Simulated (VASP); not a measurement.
Here is a VASP 6.6.1 calculation.

The input INCAR:

```
PREC = Accurate ; ENCUT = 520
EDIFF = 1E-6 ; ISMEAR = -1
SIGMA = 0.05 ; LREAL = False
LASPH = True ; NELM = 100
ALGO = Normal ; ISIF = 2
LWAVE = False ; LCHARG = False
GGA = VW ; NBANDS = 15
```

The input KPOINTS:

```
Automatic mesh
0
Gamma
  11 11 6
```

File POSCAR:

```
Os
1.0
    2.6782863798      0.0000000000      0.0000000000
   -1.3391431899      2.3194640436      0.0000000000
    0.0000000000      0.0000000000      4.2315181138
Os
2
Direct
    0.6666666667      0.3333333333      0.7500000000
    0.3333333333      0.6666666667      0.2500000000
```

Potentials or basis: VASP PAW PBE potentials, release 64 (Os).

Command:

```sh
$ cat potpaw_PBE.64/Os/POTCAR > POTCAR
$ mpirun -np 1 vasp_std > vasp.out
```

**Question.** Estimate the band gap on the k mesh.

**Answer.** Zero (band 8 reaches 12.42 eV, above the bottom of band 9 at 8.12 eV).

**Question.** Predict the pressure.

**Answer.** 22.4 GPa.

Stress tensor (GPa, compression positive):
```
21.89  0.00  0.00
 0.00 21.89  0.00
 0.00  0.00 23.39
```

Caveat: the PAW data sets were made with another functional, which shifts forces and pressure a little; spin-orbit coupling is left out, which moves the levels of the heavy elements.
